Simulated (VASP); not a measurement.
# BN (P6_3mc) in VASP: single point with PBEsol+D4

Aim: the single point of BN with PBEsol+D4.

Program: VASP 6.6.1. These are calculated values, not measurements. Logs are shortened: lines on timing, memory, paths and dates and some standing lists are left out, and cuts for length are marked.

## Step 1: The cell of the first run

Symmetry: P6_3mc, No. 186, hexagonal system. The conventional cell has a = 2.536 Å, b = 2.536 Å, c = 4.199 Å, α = 90.00°, β = 90.00°, γ = 120.00°. Within 2.1 Å of B (site symmetry 3m) lie 4 N at 1.56 to 1.57 Å. N (site symmetry 3m) has 4 B at 1.56 to 1.57 Å within 2.1 Å.

## Step 2: Single point, PBEsol+D4

Input file POSCAR:

```
BN
1.0
    2.5360000000      0.0000000000      0.0000000000
   -1.2680000000      2.1962404200      0.0000000000
    0.0000000000      0.0000000000      4.1990000000
B N
2 2
Direct
    0.6666666700      0.3333333300      0.0000000000
    0.3333333300      0.6666666700      0.5000000000
    0.6666666700      0.3333333300      0.3750000000
    0.3333333300      0.6666666700      0.8750000000
```

Input file INCAR.step1:

```
SYSTEM = BN
  PREC = Accurate
  ENCUT = 520
  EDIFF = 1E-6
  ISMEAR = -1
  SIGMA = 0.1
  LREAL = .FALSE.
  LASPH = .TRUE.
  NELM = 120
  ALGO = Normal
  ISIF = 2
  LWAVE = .FALSE.
  LCHARG = .TRUE.
  GGA = PS
  IVDW = 13
  NBANDS = 16
  GGA_COMPAT = .FALSE.
  NEDOS = 2001
  LORBIT = 11
```

Input file KPOINTS.step1:

```
regular mesh
0
G
  8 8 4
  0 0 0
```

Input file INCAR.step2:

```
SYSTEM = BN
  PREC = Accurate
  ENCUT = 520
  EDIFF = 1E-6
  ISMEAR = -5
  SIGMA = 0.1
  LREAL = .FALSE.
  LASPH = .TRUE.
  NELM = 120
  ALGO = Normal
  ISIF = 2
  LWAVE = .FALSE.
  LCHARG = .FALSE.
  GGA = PS
  IVDW = 13
  LORBIT = 10
  NEDOS = 2001
  ICHARG = 11
  GGA_COMPAT = .FALSE.
```

Input file KPOINTS.step2:

```
regular mesh
0
G
  12 12 6
  0 0 0
```

Potentials or basis: VASP PAW PBE potentials, release 64 (B, N).

Command:

```sh
> cat potpaw_PBE.64/B/POTCAR potpaw_PBE.64/N/POTCAR > POTCAR
> cp INCAR.step1 INCAR
> cp KPOINTS.step1 KPOINTS
> mpirun -np 1 vasp_std > vasp.out
> cp INCAR.step2 INCAR
> cp KPOINTS.step2 KPOINTS
> mpirun -np 1 vasp_std > vasp.out
```

OUTCAR:

```text
SYSTEM = BN
   PREC = Accurate
   ENCUT = 520
   EDIFF = 1E-6
   ISMEAR = -5
   LREAL = .FALSE.
   LASPH = .TRUE.
   NELM = 120
   ISIF = 2
   GGA = PS
   IVDW = 13
   LORBIT = 10
   ICHARG = 11

 ion  position               nearest neighbor table
   1  0.667  0.333  0.000-   4 1.56   4 1.56   4 1.56   3 1.57
   2  0.333  0.667  0.500-   3 1.56   3 1.56   3 1.56   4 1.57
   3  0.667  0.333  0.375-   2 1.56   2 1.56   2 1.56   1 1.57
   4  0.333  0.667  0.875-   1 1.56   1 1.56   1 1.56   2 1.57

  LATTYP: Found a hexagonal cell.
 ALAT       =     2.5360000000
 C/A-ratio  =     1.6557570978

  Lattice vectors:

 A1 = (   2.5360000000,   0.0000000000,   0.0000000000)
 A2 = (  -1.2680000000,   2.1962404200,   0.0000000000)
 A3 = (   0.0000000000,   0.0000000000,   4.1990000000)

Analysis of symmetry for initial positions (statically):
=====================================================================
 Subroutine PRICEL returns:
 Original cell was already a primitive cell.

 Routine SETGRP: Setting up the symmetry group for a
 hexagonal supercell.

 Subroutine GETGRP returns: Found 12 space group operations
 (whereof  6 operations were pure point group operations)
 out of a pool of 24 trial point group operations.

The static configuration has the point symmetry C_3v.
 The point group associated with its full space group is C_6v.

Analysis of symmetry for dynamics (positions and initial velocities):
=====================================================================
 Subroutine PRICEL returns:
 Original cell was already a primitive cell.

 Routine SETGRP: Setting up the symmetry group for a
 hexagonal supercell.

 Subroutine GETGRP returns: Found 12 space group operations
 (whereof  6 operations were pure point group operations)
 out of a pool of 24 trial point group operations.

The dynamic configuration has the point symmetry C_3v.
 The point group associated with its full space group is C_6v.

 Subroutine INISYM returns: Found 12 space group operations
 (whereof  6 operations are pure point group operations),
 and found     1 'primitive' translations

----------------------------------------------------------------------------------------

                                     Primitive cell

  volume of cell :      23.3870

  direct lattice vectors                    reciprocal lattice vectors
     2.536000000  0.000000000  0.000000000     0.394321767  0.227661778  0.000000000
    -1.268000000  2.196240420  0.000000000     0.000000000  0.455323557  0.000000000
     0.000000000  0.000000000  4.199000000     0.000000000  0.000000000  0.238151941

  length of vectors
     2.536000000  2.535999997  4.199000000     0.455323556  0.455323557  0.238151941

  position of ions in fractional coordinates (direct lattice)
     0.666666670  0.333333330  0.000000000
     0.333333330  0.666666670  0.500000000
     0.666666670  0.333333330  0.375000000
     0.333333330  0.666666670  0.875000000

  ion indices of the primitive-cell ions
   primitive index   ion index
                 1           1
                 2           2
                 3           3
                 4           4

----------------------------------------------------------------------------------------

 KPOINTS: regular mesh

Automatic generation of k-mesh.
 Grid dimensions read from file:
 generate k-points for:   12   12    6

 Generating k-lattice:

  Cartesian coordinates                     Fractional coordinates (reciprocal lattice)
     0.032860147  0.018971815  0.000000000     0.083333333  0.000000000  0.000000000
     0.000000000  0.037943630  0.000000000     0.000000000  0.083333333  0.000000000
     0.000000000  0.000000000  0.039691990     0.000000000  0.000000000  0.166666667

  Length of vectors
     0.037943630  0.037943630  0.039691990

  Shift w.r.t. Gamma in fractional coordinates (k-lattice)
     0.000000000  0.000000000  0.000000000

 TETIRR: Found    879 inequivalent tetrahedra from     5184

 Subroutine IBZKPT returns following result:
 ===========================================

 Found     76 irreducible k-points:

 Following reciprocal coordinates:
            Coordinates               Weight
  0.000000  0.000000  0.000000      1.000000
  0.083333 -0.000000  0.000000      6.000000
  0.166667  0.000000  0.000000      6.000000
  0.250000 -0.000000  0.000000      6.000000
  0.333333  0.000000  0.000000      6.000000
  0.416667 -0.000000  0.000000      6.000000
[... 16 lines left out ...]
  0.250000 -0.000000  0.166667     12.000000
  0.333333  0.000000  0.166667     12.000000
 [... further k-points ...]
   k-points           NKPTS =     76   k-points in BZ     NKDIM =     76   number of bands    NBANDS=     12
   number of dos      NEDOS =   2001   number of ions     NIONS =      4
   total plane-waves  NPLWV =  12800
   dimension x,y,z NGX =    20 NGY =   20 NGZ =   32
   dimension x,y,z NGXF=    40 NGYF=   40 NGZF=   64
   ions per type =               2   2
   NGX,Y,Z   is equivalent  to a cutoff of  13.11, 13.11, 12.67 a.u.
   NGXF,Y,Z  is equivalent  to a cutoff of  26.22, 26.22, 25.34 a.u.
 SYSTEM =  BN
   PREC   = accura    normal or accurate (medium, high low for compatibility)
   ISTART =      0    job   : 0-new  1-cont  2-samecut
   ICHARG =     11    charge: 1-file 2-atom 10-const
   ISPIN  =      1    spin polarized calculation?
   LNONCOLLINEAR =      F non collinear calculations
   LSORBIT =      F    spin-orbit coupling
   LASPH  =      T    aspherical Exc in radial PAW
   ENCUT  =  520.0 eV  38.22 Ry    6.18 a.u.   4.72  4.72  7.81*2*pi/ulx,y,z
   NELM   =    120;   NELMIN=  2; NELMDL=  0     # of ELM steps
   EDIFF  = 0.1E-05   stopping-criterion for ELM
   LREAL  =      F    real-space projection
   EDIFFG = 0.1E-04   stopping-criterion for IOM
   NSW    =      0    number of steps for IOM
   IBRION =     -1    ionic relax: 0-MD 1-quasi-New 2-CG
   NFREE  =      0    steps in history (QN), initial steepest desc. (CG)
   ISIF   =      2    stress and relaxation
   ISYM   =      2    0-nonsym 1-usesym 2-fastsym
   POTIM  = 0.5000    time-step for ionic-motion
   TEBEG  =    0.0;   TEEND  =   0.0 temperature during run
   PSTRESS=    0.0 pullay stress
   NELECT =      16.0000    total number of electrons
   NUPDOWN=      -1.0000    fix difference up-down
   EMIN   =  10.00;   EMAX   =-10.00  energy-range for DOS
   EFERMI =   0.00;   METHOD = LEGACY
   ISMEAR =    -5;   SIGMA  =   0.10  broadening in eV -4-tet -1-fermi 0-gaus
   EFERMI_NEDOS =   21; number of points for ismear=-14 and -15
   IALGO  =     38    algorithm
   IMIX   =      4    mixing-type and parameters
     AMIX     =   0.40;   BMIX     =  1.00
     AMIX_MAG =   1.60;   BMIX_MAG =  1.00
  volume/ion in A,a.u.               =       5.85        39.46
  Fermi-wavevector in a.u.,A,eV,Ry     =   1.442524  2.725976 28.312044  2.080877
  Thomas-Fermi vector in A             =   2.561035
   LORBIT       =     10    0 simple, 1 ext, 2 COOP (PROOUT), +10 PAW based schemes
   GGA     = PS    functional components
   LHFCALC =     F    Hartree Fock is set to
   AEXX    =    0.0000 exact exchange contribution
   IVDW    =    13    specifies the selected vdW correction
   LEPSILON=     F    determine dielectric tensor
   LRPA    =     F    only Hartree local field effects (RPA)
 non-spin polarized calculation
 Fermi weights with tetrahedron method with Bloechl corrections
  energy-cutoff  :      520.00
  volume of cell :       23.39
 maximum number of plane-waves:       652
 NGX is ok and might be reduce to    20

 number of electron      15.9999999 magnetization

 Free energy of the ion-electron system (eV)
  ---------------------------------------------------
  ext. energy  EPLUGINS =         0.00000000
  ---------------------------------------------------
  free energy    TOTEN  =       -36.62423560 eV

  energy without entropy =      -36.62423560  energy(sigma->0) =      -36.62423560

 E-fermi :   7.6424     XC(G=0): -13.0566

 val. band max:        7.6413467365   @ k =   0.0000   0.0000   0.0000
 cond. band min:      12.6112212776   @ k =   0.3333   0.3333   0.0000
 fundamental gap:      4.9698745412
 Fermi energy:         7.6423650459

 k-point     1 :       0.0000    0.0000    0.0000
  band No.  band energies     occupation
      1     -12.9005      2.00000
      2      -8.6561      2.00000
      3      -3.4584      2.00000
      4       5.4959      2.00000
      5       5.4959      2.00000
      6       7.3884      2.00000
      7       7.6413      2.00000
      8       7.6413      2.00000
      9      16.0157      0.00000
     10      16.0157      0.00000
     11      16.1965      0.00000
     12      17.2751      0.00000

 k-point     2 :       0.0833   -0.0000    0.0000
  band No.  band energies     occupation
      1     -12.7471      2.00000
      2      -8.5377      2.00000
      3      -3.3064      2.00000
      4       4.7934      2.00000
      5       5.2058      2.00000
      6       7.0628      2.00000
      7       7.2379      2.00000
      8       7.4801      2.00000
      9      15.7465      0.00000
     10      16.3277      0.00000
     11      16.4667      0.00000
     12      17.7608      0.00000

 k-point     3 :       0.1667    0.0000    0.0000
  band No.  band energies     occupation
      1     -12.2916      2.00000
      2      -8.1983      2.00000
      3      -2.8559      2.00000
      4       3.1041      2.00000
      5       4.5269      2.00000
      6       5.6349      2.00000
      7       6.7815      2.00000
      8       7.0389      2.00000
      9      15.3203      0.00000
     10      16.8446      0.00000
     11      17.0649      0.00000
     12      18.6010      0.00000
[... 286 lines left out ...]
 k-point    23 :       0.2500   -0.0000    0.1667
  band No.  band energies     occupation
      1     -11.3901      2.00000
      2      -8.1907      2.00000
      3      -1.4547      2.00000
      4       1.3195      2.00000
      5       3.4101      2.00000
      6       3.9097      2.00000
      7       5.8606      2.00000
      8       6.2295      2.00000
      9      14.7767      0.00000
     10      16.6302      0.00000
     11      18.1411      0.00000
     12      18.5627      0.00000

 k-point    24 :       0.3333    0.0000    0.1667
  band No.  band energies     occupation
      1     -10.4134      2.00000
      2      -7.5870      2.00000
      3      -1.3033      2.00000
      4       0.1620      2.00000
      5       1.6002      2.00000
      6       3.2781      2.00000
      7       5.1204      2.00000
      8       5.7002      2.00000
      9      14.4388      0.00000
     10      15.8834      0.00000
     11      18.6047      0.00000
     12      18.6473      0.00000

 [... further k-points ...]

------------------------ aborting loop because EDIFF is reached ----------------------------------------

  DFT-D4 for vdW energy calculation

  Edisp (eV):   -0.53678

  FORCE on cell =-STRESS in cart. coord.  units (eV):
  Direction    XX          YY          ZZ          XY          YZ          ZX
  --------------------------------------------------------------------------------------
  -------------------------------------------------------------------------------------
  Total      -0.04551    -0.04551    -0.20479     0.00000     0.00000     0.00000
  in kB      -3.11773    -3.11773   -14.02933     0.00000     0.00000     0.00000
  external pressure =       -6.75 kB  Pullay stress =        0.00 kB

 VOLUME and BASIS-vectors are now :
 -----------------------------------------------------------------------------
  energy-cutoff  :      520.00
  volume of cell :       23.39
      direct lattice vectors                 reciprocal lattice vectors
     2.536000000  0.000000000  0.000000000     0.394321767  0.227661778  0.000000000
    -1.268000000  2.196240420  0.000000000     0.000000000  0.455323557  0.000000000
     0.000000000  0.000000000  4.199000000     0.000000000  0.000000000  0.238151941

 POSITION                                       TOTAL-FORCE (eV/Angst)
 -----------------------------------------------------------------------------------
      1.26800      0.73208      0.00000         0.000000      0.000000      0.062762
     -0.00000      1.46416      2.09950        -0.000000     -0.000000      0.062762
      1.26800      0.73208      1.57462         0.000000     -0.000000     -0.062762
     -0.00000      1.46416      3.67413        -0.000000      0.000000     -0.062762
 -----------------------------------------------------------------------------------
    total drift:                                0.000001     -0.000000      0.000002

  FREE ENERGIE OF THE ION-ELECTRON SYSTEM (eV)
  ---------------------------------------------------
  free  energy   TOTEN  =       -37.1610189301 eV

  energy  without entropy=      -37.1610189301  energy(sigma->0) =      -37.16101893

 total charge

# of ion       s       p       d       tot
------------------------------------------
    1        0.678   1.372   0.000   2.051
    2        0.678   1.372   0.000   2.051
    3        1.210   2.763   0.000   3.973
    4        1.210   2.763   0.000   3.973
--------------------------------------------------
tot          3.777   8.271   0.000  12.048
```

It took 42 s on 1 thread of Intel Xeon 8259CL, shared host; peak memory 0.14 GiB.

Results:

```yaml
Valence_electrons_inside_the_program's_atomic_spheres: B 2.05; N 3.97
Dispersion_energy_per_atom: -0.134 eV
```

Caveat: the PAW data sets were made with another functional, which shifts forces and pressure a little.
